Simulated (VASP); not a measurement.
# MgO (P-6m2) in VASP: further runs, part 2 of 2

VASP 6.6.1. The steps go on from the part before.

### Step 4. Single point, LDA (strain +0.000 along x and y, +0.030 along z)

File INCAR:

```
SYSTEM = MgO
ALGO = Normal
EDIFF = 1E-6
ENCUT = 520
GGA = CA
ISIF = 2
ISMEAR = 0
LASPH = .TRUE.
LCHARG = .FALSE.
LREAL = .FALSE.
LWAVE = .FALSE.
NBANDS = 11
NELM = 100
PREC = Accurate
SIGMA = 0.05
```

File KPOINTS:

```
k-points
0
G
  9 9 8
  0 0 0
```

File POSCAR:

```
MgO
1.0
    2.9380209034      0.0000000000      0.0000000000
   -1.4690104517      2.5444007392      0.0000000000
    0.0000000000      0.0000000000      2.7600704000
Mg O
1 1
Direct
    0.0000000000      0.0000000000      0.0000000000
    0.3333333333      0.6666666667      0.5000000000
```

Started as:

```
cat potpaw_LDA.64/Mg/POTCAR potpaw_LDA.64/O/POTCAR > POTCAR
mpirun -np 1 vasp_std > vasp.out
```

Wall time 25 s (1 thread of AMD EPYC 7R13, shared host); peak memory 0.11 GiB.

Results (log left out):

```yaml
Free_energy: -12.6043 eV
Pressure: -14.7 GPa
Band_gap_on_the_k_mesh: 2.64 eV, indirect (least direct gap 3.08 eV)
```

Stress tensor (GPa, compression positive):
```
 -9.02   0.00   0.00
  0.00  -9.02   0.00
  0.00   0.00 -26.07
```

Levels at points of the mesh, in eV from the valence-band top:
```
           k point  band 2  band 3  band 4  band 5  band 6  band 7
(0.00, 0.00, 0.00)   -0.67   -0.44   -0.44    2.64   11.39   15.44
(0.00, 0.00, 0.50)   -5.39    0.00    0.00    8.06    8.41   17.16
```

Caveat: the cell differs from its parent crystal (strain +0.000 along x and y, +0.030 along z).

### Step 5. Single point, LDA (strain +0.030 along x and y, -0.030 along z)

File INCAR:

```
PREC = Accurate
ENCUT = 520
EDIFF = 1E-7
ISMEAR = 0
SIGMA = 0.05
LREAL = F
LASPH = T
NELM = 100
ALGO = Normal
ISIF = 2
LWAVE = F
LCHARG = T
GGA = CA
LELF = T
LVHAR = T
NBANDS = 11
```

File KPOINTS:

```
Automatic mesh
0
Gamma
  9 9 8
```

File POSCAR:

```
MgO
1.0
    3.0261615305      0.0000000000      0.0000000000
   -1.5130807653      2.6207327614      0.0000000000
    0.0000000000      0.0000000000      2.5992896000
Mg O
1 1
Direct
    0.0000000000      0.0000000000      0.0000000000
    0.3333333333      0.6666666667      0.5000000000
```

Potentials or basis: VASP PAW LDA potentials, release 64 (Mg, O).

Started as:

```
cat potpaw_LDA.64/Mg/POTCAR potpaw_LDA.64/O/POTCAR > POTCAR
mpirun -np 1 vasp_std > vasp.out
```

OUTCAR:

```text
PREC = Accurate
   ENCUT = 520
   EDIFF = 1E-7
   ISMEAR = 0
   LREAL = F
   LASPH = T
   NELM = 100
   ISIF = 2
   GGA = CA

 ion  position               nearest neighbor table
   1  0.000  0.000  0.000-   2 2.18   2 2.18   2 2.18   2 2.18   2 2.18   2 2.18
   2  0.333  0.667  0.500-   1 2.18   1 2.18   1 2.18   1 2.18   1 2.18   1 2.18

  LATTYP: Found a hexagonal cell.
 ALAT       =     3.0261615305
 C/A-ratio  =     0.8589394762

  Lattice vectors:

 A1 = (   3.0261615305,   0.0000000000,   0.0000000000)
 A2 = (  -1.5130807653,   2.6207327614,   0.0000000000)
 A3 = (   0.0000000000,   0.0000000000,   2.5992896000)

Analysis of symmetry for initial positions (statically):
=====================================================================
 Subroutine PRICEL returns:
 Original cell was already a primitive cell.

 Routine SETGRP: Setting up the symmetry group for a
 hexagonal supercell.

 Subroutine GETGRP returns: Found 12 space group operations
 (whereof 12 operations were pure point group operations)
 out of a pool of 24 trial point group operations.

The static configuration has the point symmetry D_3h.

Analysis of symmetry for dynamics (positions and initial velocities):
=====================================================================
 Subroutine PRICEL returns:
 Original cell was already a primitive cell.

 Routine SETGRP: Setting up the symmetry group for a
 hexagonal supercell.

 Subroutine GETGRP returns: Found 12 space group operations
 (whereof 12 operations were pure point group operations)
 out of a pool of 24 trial point group operations.

The dynamic configuration has the point symmetry D_3h.

 Subroutine INISYM returns: Found 12 space group operations
 (whereof 12 operations are pure point group operations),
 and found     1 'primitive' translations

----------------------------------------------------------------------------------------

                                     Primitive cell

[... 112 lines left out ...]
  Fermi-wavevector in a.u.,A,eV,Ry     =   1.194121  2.256561 19.400886  1.425925
  Thomas-Fermi vector in A             =   2.330119
   LORBIT       =      0    0 simple, 1 ext, 2 COOP (PROOUT), +10 PAW based schemes
   GGA     = CA    functional components
   LHFCALC =     F    Hartree Fock is set to
   AEXX    =    0.0000 exact exchange contribution
   IVDW    =     0    specifies the selected vdW correction
   LEPSILON=     F    determine dielectric tensor
   LRPA    =     F    only Hartree local field effects (RPA)
 non-spin polarized calculation
 Gauss-broadening in eV      SIGMA  =   0.05
  energy-cutoff  :      520.00
  volume of cell :       20.61
 maximum number of plane-waves:       573
 NGX is ok and might be reduce to    24
   NGX = 11   NGY = 11   NGZ =  9

 number of electron       8.0000007 magnetization

 Free energy of the ion-electron system (eV)
  ---------------------------------------------------
  ext. energy  EPLUGINS =         0.00000000
  ---------------------------------------------------
  free energy    TOTEN  =       -12.56533553 eV

  energy without entropy =      -12.56533553  energy(sigma->0) =      -12.56533553

 E-fermi :   3.4961     XC(G=0): -11.0837

 val. band max:        3.2267362934   @ k =   0.3333   0.3333   0.0000
 cond. band min:       5.5251288318   @ k =   0.0000   0.0000   0.0000
 fundamental gap:      2.2983925384
 Fermi energy:         3.4960592206

 k-point     1 :       0.0000    0.0000    0.0000
  band No.  band energies     occupation
      1     -14.2698      2.00000
      2       1.8942      2.00000
      3       1.8942      2.00000
      4       2.9285      2.00000
      5       5.5251      0.00000
      6      14.6792      0.00000
      7      17.0044      0.00000
      8      17.0044      0.00000
      9      21.7043      0.00000
     10      24.1615      0.00000
     11      24.5696      0.00000
[... 309 lines left out ...]
 k-point    24 :       0.3333    0.3333    0.1250
  band No.  band energies     occupation
      1     -13.0966      2.00000
      2      -0.8866      2.00000
      3      -0.8044      2.00000
      4       2.5240      2.00000
      5      10.7605      0.00000
      6      13.0499      0.00000
      7      15.2288      0.00000
      8      19.6581      0.00000
      9      20.7122      0.00000
     10      23.0790      0.00000
     11      27.0898      0.00000

 [... further k-points ...]
[... 5 lines left out ...]
  --------------------------------------------------------------------------------------
  -------------------------------------------------------------------------------------
  Total       -2.8200004     -2.8200004      0.7644348      0.0000000      0.0000000      0.0000000
  in kB     -219.1746096   -219.1746096     59.4130072      0.0000000      0.0000000      0.0000000
  external PRESSURE =    -126.3120706 kB  Pullay stress =       0.0000000 kB

 VOLUME and BASIS-vectors are now :
 -----------------------------------------------------------------------------
  energy-cutoff  :      520.00
  volume of cell :       20.61
      direct lattice vectors                 reciprocal lattice vectors
     3.026161531  0.000000000  0.000000000     0.330451627  0.190786336  0.000000000
    -1.513080765  2.620732761  0.000000000     0.000000000  0.381572671  0.000000000
     0.000000000  0.000000000  2.599289600     0.000000000  0.000000000  0.384720502

 POSITION                                       TOTAL-FORCE (eV/Angst)
 -----------------------------------------------------------------------------------
      0.00000      0.00000      0.00000         0.000000     -0.000000      0.000000
     -0.00000      1.74716      1.29964        -0.000000      0.000000      0.000000
 -----------------------------------------------------------------------------------
    total drift:                                0.000000     -0.000000     -0.000000

  FREE ENERGIE OF THE ION-ELECTRON SYSTEM (eV)
  ---------------------------------------------------
  free  energy   TOTEN  =       -12.5653355315 eV

  energy  without entropy=      -12.5653355315  energy(sigma->0) =      -12.56533553
```

OSZICAR:

```text
N       E                     dE             d eps       ncg     rms          rms(c)
DAV:   1     0.112026408554E+02    0.11203E+02   -0.45038E+03  1512   0.634E+02
DAV:   2    -0.138046946818E+02   -0.25007E+02   -0.24552E+02  1515   0.131E+02
DAV:   3    -0.143367576712E+02   -0.53206E+00   -0.53170E+00  1604   0.166E+01
DAV:   4    -0.143380176391E+02   -0.12600E-02   -0.12599E-02  1440   0.927E-01
DAV:   5    -0.143380218021E+02   -0.41631E-05   -0.41631E-05  1588   0.502E-02    0.721E+00
DAV:   6    -0.126644559623E+02    0.16736E+01   -0.10163E+01  1362   0.166E+01    0.253E+00
DAV:   7    -0.126017200720E+02    0.62736E-01   -0.11891E-01  1442   0.274E+00    0.136E+00
DAV:   8    -0.125661628097E+02    0.35557E-01   -0.59405E-02  1359   0.220E+00    0.289E-01
DAV:   9    -0.125657109286E+02    0.45188E-03   -0.34825E-04  1529   0.145E-01    0.207E-01
DAV:  10    -0.125653391991E+02    0.37173E-03   -0.78649E-04  1404   0.252E-01    0.159E-02
DAV:  11    -0.125653356221E+02    0.35770E-05   -0.13120E-05  1503   0.182E-02    0.662E-03
DAV:  12    -0.125653355315E+02    0.90579E-07   -0.75332E-07  1481   0.570E-03
   1 F= -.12565336E+02 E0= -.12565336E+02  d E =-.252546E-16
```

stdout:

```text
POSCAR found type information on POSCAR MgO
 POSCAR found :  2 types and       2 ions
 scaLAPACK will be used
 LDA part: xc-table for (Slater(with rela. corr.)+CA(PZ))
 , standard interpolation
 POSCAR, INCAR and KPOINTS ok, starting setup
 FFT: planning ... GRIDC
 FFT: planning ... GRID_SOFT
 FFT: planning ... GRID
 WAVECAR not read
 entering main loop
```

Run time: 24 s. Hardware: 1 thread of AMD EPYC 7R13, shared host; peak memory 0.1 GiB.

What came out:

| Item | Value |
| --- | --- |
| Free energy | -12.5653 eV |
| Pressure | -12.6 GPa |
| Band gap on the k mesh | 2.30 eV, indirect (least direct gap 2.60 eV) |

Caveat: the cell differs from its parent crystal (strain +0.030 along x and y, -0.030 along z).

### Step 6. The runs side by side

```tsv
cell	gap on the mesh (eV)	pressure (GPa)
a = 2.894, b = 2.894, c = 2.639 Å, angles 90.0, 90.0, 120.0°, 2 atoms	3.29	-5.0
a = 2.894, b = 2.894, c = 2.720 Å, angles 90.0, 90.0, 120.0°, 2 atoms	2.97	-9.7
a = 2.938, b = 2.938, c = 2.760 Å, angles 90.0, 90.0, 120.0°, 2 atoms	2.64	-14.7
a = 3.026, b = 3.026, c = 2.599 Å, angles 90.0, 90.0, 120.0°, 2 atoms	2.30	-12.6
```

Alike in all rows: task single point; level LDA; potentials or basis VASP PAW LDA potentials, release 64 (Mg, O); no spin polarisation; k mesh 9 × 9 × 8; cutoff (eV) 520; smearing gaussian 0.05 eV.

Total energies depend on the potentials used, so only differences within one code and one set of settings carry meaning.
